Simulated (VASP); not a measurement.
# Mo (Im-3m) in VASP: notebook

The runs below take Mo through single point, with PBEsol.

Program: VASP 6.6.1. These are calculated values, not measurements. Logs are shortened: lines on timing, memory, paths and dates and some standing lists are left out, and cuts for length are marked.

### 1 The cell of the first run

It takes space group Im-3m (No. 229, cubic). Conventional cell: a = 3.129 Å, b = 3.129 Å, c = 3.129 Å, α = 90.00°, β = 90.00°, γ = 90.00°. Within 3.6 Å of Mo (site symmetry m-3m) lie 14 Mo at 2.71 to 3.13 Å.

### 2 Single point, PBEsol

Input file INCAR:

```
SYSTEM = Mo
  ALGO = Normal
  EDIFF = 1E-6
  ENCUT = 520
  GGA = PS
  ISIF = 2
  ISMEAR = 0
  LASPH = .True.
  LCHARG = .False.
  LREAL = .False.
  LWAVE = .False.
  NBANDS = 13
  NELM = 80
  PREC = Accurate
  SIGMA = 0.05
```

Input file KPOINTS:

```
k-points
0
Gamma
  18 18 18
  0 0 0
```

Input file POSCAR:

```
Mo
1.0
   -1.5645568287      1.5645568287      1.5645568287
    1.5645568287     -1.5645568287      1.5645568287
    1.5645568287      1.5645568287     -1.5645568287
Mo
1
Direct
    0.0000000000      0.0000000000      0.0000000000
```

Potentials or basis: VASP PAW PBE potentials, release 64 (Mo_sv).

On the command line:

```bash
cat potpaw_PBE.64/Mo_sv/POTCAR > POTCAR
mpirun -np 1 vasp_std > vasp.out
```

OUTCAR:

```text
SYSTEM = Mo
   EDIFF = 1E-6
   ENCUT = 520
   GGA = PS
   ISIF = 2
   ISMEAR = 0
   LASPH = .True.
   LREAL = .False.
   NELM = 80
   PREC = Accurate

 ion  position               nearest neighbor table
   1  0.000  0.000  0.000-

  LATTYP: Found a body centered cubic cell.
 ALAT       =     3.1291136574

  Lattice vectors:

 A1 = (  -1.5645568287,   1.5645568287,   1.5645568287)
 A2 = (   1.5645568287,  -1.5645568287,   1.5645568287)
 A3 = (   1.5645568287,   1.5645568287,  -1.5645568287)

Analysis of symmetry for initial positions (statically):
=====================================================================
 Subroutine PRICEL returns:
 Original cell was already a primitive cell.

 Routine SETGRP: Setting up the symmetry group for a
 body centered cubic supercell.

 Subroutine GETGRP returns: Found 48 space group operations
 (whereof 48 operations were pure point group operations)
 out of a pool of 48 trial point group operations.

The static configuration has the point symmetry O_h .

Analysis of symmetry for dynamics (positions and initial velocities):
=====================================================================
 Subroutine PRICEL returns:
 Original cell was already a primitive cell.

 Routine SETGRP: Setting up the symmetry group for a
 body centered cubic supercell.

 Subroutine GETGRP returns: Found 48 space group operations
 (whereof 48 operations were pure point group operations)
 out of a pool of 48 trial point group operations.

The dynamic configuration has the point symmetry O_h .

 Subroutine INISYM returns: Found 48 space group operations
 (whereof 48 operations are pure point group operations),
 and found     1 'primitive' translations

----------------------------------------------------------------------------------------

                                     Primitive cell

  volume of cell :      15.3191

  direct lattice vectors                    reciprocal lattice vectors
    -1.564556829  1.564556829  1.564556829     0.000000000  0.319579315  0.319579315
     1.564556829 -1.564556829  1.564556829     0.319579315  0.000000000  0.319579315
     1.564556829  1.564556829 -1.564556829     0.319579315  0.319579315  0.000000000

  length of vectors
     2.709891919  2.709891919  2.709891919     0.451953402  0.451953402  0.451953402

  position of ions in fractional coordinates (direct lattice)
     0.000000000  0.000000000  0.000000000

  ion indices of the primitive-cell ions
   primitive index   ion index
                 1           1

----------------------------------------------------------------------------------------

 KPOINTS: k-points

Automatic generation of k-mesh.
 Grid dimensions read from file:
 generate k-points for:   18   18   18

 Generating k-lattice:

  Cartesian coordinates                     Fractional coordinates (reciprocal lattice)
     0.000000000  0.017754406  0.017754406     0.055555556  0.000000000  0.000000000
     0.017754406  0.000000000  0.017754406     0.000000000  0.055555556  0.000000000
     0.017754406  0.017754406  0.000000000     0.000000000  0.000000000  0.055555556

  Length of vectors
     0.025108522  0.025108522  0.025108522

  Shift w.r.t. Gamma in fractional coordinates (k-lattice)
     0.000000000  0.000000000  0.000000000

 Subroutine IBZKPT returns following result:
 ===========================================

 Found    195 irreducible k-points:

 Following reciprocal coordinates:
            Coordinates               Weight
  0.000000  0.000000  0.000000      1.000000
  0.055556  0.000000  0.000000     12.000000
  0.111111  0.000000  0.000000     12.000000
  0.166667  0.000000  0.000000     12.000000
  0.222222  0.000000  0.000000     12.000000
  0.277778  0.000000  0.000000     12.000000
[... 16 lines left out ...]
  0.333333  0.111111 -0.000000     48.000000
  0.388889  0.111111 -0.000000     48.000000
 [... further k-points ...]
   k-points           NKPTS =    195   k-points in BZ     NKDIM =    195   number of bands    NBANDS=     13
   number of dos      NEDOS =    301   number of ions     NIONS =      1
   total plane-waves  NPLWV =   8000
   dimension x,y,z NGX =    20 NGY =   20 NGZ =   20
   dimension x,y,z NGXF=    40 NGYF=   40 NGZF=   40
   ions per type =               1
   NGX,Y,Z   is equivalent  to a cutoff of  12.27, 12.27, 12.27 a.u.
   NGXF,Y,Z  is equivalent  to a cutoff of  24.54, 24.54, 24.54 a.u.
 SYSTEM =  Mo
   PREC   = accura    normal or accurate (medium, high low for compatibility)
   ISTART =      0    job   : 0-new  1-cont  2-samecut
   ICHARG =      2    charge: 1-file 2-atom 10-const
   ISPIN  =      1    spin polarized calculation?
   LNONCOLLINEAR =      F non collinear calculations
   LSORBIT =      F    spin-orbit coupling
   LASPH  =      T    aspherical Exc in radial PAW
   ENCUT  =  520.0 eV  38.22 Ry    6.18 a.u.   5.04  5.04  5.04*2*pi/ulx,y,z
   NELM   =     80;   NELMIN=  2; NELMDL= -5     # of ELM steps
   EDIFF  = 0.1E-05   stopping-criterion for ELM
   LREAL  =      F    real-space projection
[... 7 lines left out ...]
   TEBEG  =    0.0;   TEEND  =   0.0 temperature during run
   PSTRESS=    0.0 pullay stress
   NELECT =      14.0000    total number of electrons
   NUPDOWN=      -1.0000    fix difference up-down
   EMIN   =  10.00;   EMAX   =-10.00  energy-range for DOS
   EFERMI =   0.00;   METHOD = LEGACY
   ISMEAR =     0;   SIGMA  =   0.05  broadening in eV -4-tet -1-fermi 0-gaus
   EFERMI_NEDOS =   21; number of points for ismear=-14 and -15
   IALGO  =     38    algorithm
   IMIX   =      4    mixing-type and parameters
     AMIX     =   0.40;   BMIX     =  1.00
     AMIX_MAG =   1.60;   BMIX_MAG =  1.00
  volume/ion in A,a.u.               =      15.32       103.38
  Fermi-wavevector in a.u.,A,eV,Ry     =   1.588691  3.002191 34.340287  2.523940
  Thomas-Fermi vector in A             =   2.687656
   LORBIT       =      0    0 simple, 1 ext, 2 COOP (PROOUT), +10 PAW based schemes
   GGA     = PS    functional components
   LHFCALC =     F    Hartree Fock is set to
   AEXX    =    0.0000 exact exchange contribution
   IVDW    =     0    specifies the selected vdW correction
   LEPSILON=     F    determine dielectric tensor
   LRPA    =     F    only Hartree local field effects (RPA)
 non-spin polarized calculation
 Gauss-broadening in eV      SIGMA  =   0.05
  energy-cutoff  :      520.00
  volume of cell :       15.32
 maximum number of plane-waves:       426
   NGX =  9   NGY =  9   NGZ =  9

 number of electron      13.9999998 magnetization

 Free energy of the ion-electron system (eV)
  ---------------------------------------------------
  ext. energy  EPLUGINS =         0.00000000
  ---------------------------------------------------
  free energy    TOTEN  =       -11.77713750 eV

  energy without entropy =      -11.77654375  energy(sigma->0) =      -11.77684063

 E-fermi :  12.8062     XC(G=0): -13.6429

 val. band max:       12.7557343185   @ k =  -0.4444   0.5000   0.2778
 cond. band min:      12.8108140615   @ k =  -0.3889   0.4444   0.2778
 fundamental gap:      0.0550797430
 Fermi energy:        12.8061969044

 k-point     1 :       0.0000    0.0000    0.0000
  band No.  band energies     occupation
      1     -48.4035      2.00000
      2     -21.6423      2.00000
      3     -21.6423      2.00000
      4     -21.6423      2.00000
      5       5.4411      2.00000
      6      11.3868      2.00000
      7      11.3868      2.00000
      8      11.3868      2.00000
      9      14.4771      0.00000
     10      14.4771      0.00000
     11      27.6297      0.00000
     12      27.6297      0.00000
     13      27.6297      0.00000

 k-point     2 :       0.0556    0.0000    0.0000
  band No.  band energies     occupation
      1     -48.3950      2.00000
      2     -21.6911      2.00000
      3     -21.6573      2.00000
      4     -21.6427      2.00000
      5       5.5819      2.00000
      6      11.3062      2.00000
      7      11.3738      2.00000
      8      11.5191      2.00000
      9      14.3557      0.00000
     10      14.4788      0.00000
     11      27.7384      0.00000
     12      27.8672      0.00000
     13      27.9196      0.00000

 k-point     3 :       0.1111    0.0000    0.0000
  band No.  band energies     occupation
      1     -48.3704      2.00000
      2     -21.8302      2.00000
      3     -21.7001      2.00000
      4     -21.6439      2.00000
      5       5.9831      2.00000
      6      11.0826      2.00000
      7      11.3164      2.00000
      8      11.9109      2.00000
      9      14.0898      0.00000
     10      14.4896      0.00000
     11      28.0010      0.00000
     12      28.5594      0.00000
     13      28.6452      0.00000
[... 305 lines left out ...]
 k-point    23 :       0.3333    0.1111   -0.0000
  band No.  band energies     occupation
      1     -48.1382      2.00000
      2     -22.9484      2.00000
      3     -22.1124      2.00000
      4     -21.7188      2.00000
      5       7.8903      2.00000
      6       9.5783      2.00000
      7      12.1710      2.00000
      8      14.2691      0.00000
      9      15.3065      0.00000
     10      17.4574      0.00000
     11      25.6371      0.00000
     12      26.4211      0.00000
     13      30.9608      0.00000

 k-point    24 :       0.3889    0.1111   -0.0000
  band No.  band energies     occupation
      1     -48.1141      2.00000
      2     -23.0526      2.00000
      3     -22.1621      2.00000
      4     -21.7210      2.00000
      5       7.7444      2.00000
      6       9.4481      2.00000
      7      12.8167      0.76711
      8      14.3935      0.00000
      9      15.5720      0.00000
     10      18.3606      0.00000
     11      24.7598      0.00000
     12      25.6599      0.00000
     13      30.0203      0.00000

 [... further k-points ...]
[... 5 lines left out ...]
  --------------------------------------------------------------------------------------
  -------------------------------------------------------------------------------------
  Total        0.0536634      0.0536634      0.0536634      0.0000000      0.0000000      0.0000000
  in kB        5.6124833      5.6124833      5.6124833      0.0000000      0.0000000      0.0000000
  external PRESSURE =       5.6124833 kB  Pullay stress =       0.0000000 kB

 VOLUME and BASIS-vectors are now :
 -----------------------------------------------------------------------------
  energy-cutoff  :      520.00
  volume of cell :       15.32
      direct lattice vectors                 reciprocal lattice vectors
    -1.564556829  1.564556829  1.564556829     0.000000000  0.319579315  0.319579315
     1.564556829 -1.564556829  1.564556829     0.319579315  0.000000000  0.319579315
     1.564556829  1.564556829 -1.564556829     0.319579315  0.319579315  0.000000000

 POSITION                                       TOTAL-FORCE (eV/Angst)
 -----------------------------------------------------------------------------------
      0.00000      0.00000      0.00000         0.000000      0.000000      0.000000
 -----------------------------------------------------------------------------------
    total drift:                                0.000000      0.000000      0.000000

  FREE ENERGIE OF THE ION-ELECTRON SYSTEM (eV)
  ---------------------------------------------------
  free  energy   TOTEN  =       -11.7771375038 eV

  energy  without entropy=      -11.7765437498  energy(sigma->0) =      -11.77684063
```

Wall time 11 s (1 thread of Intel Xeon 6975P-C (Granite Rapids), shared host); peak memory 0.14 GiB.

Results:

```yaml
Free_energy: -11.7771 eV
Pressure: 0.6 GPa
Band_gap_on_the_k_mesh: zero (band 7 reaches 16.92 eV, above the bottom of band 8 at 11.39 eV)
```

Caveat: the PAW data sets were made with another functional, which shifts forces and pressure a little.

(Part 1 of 2 ends here.)
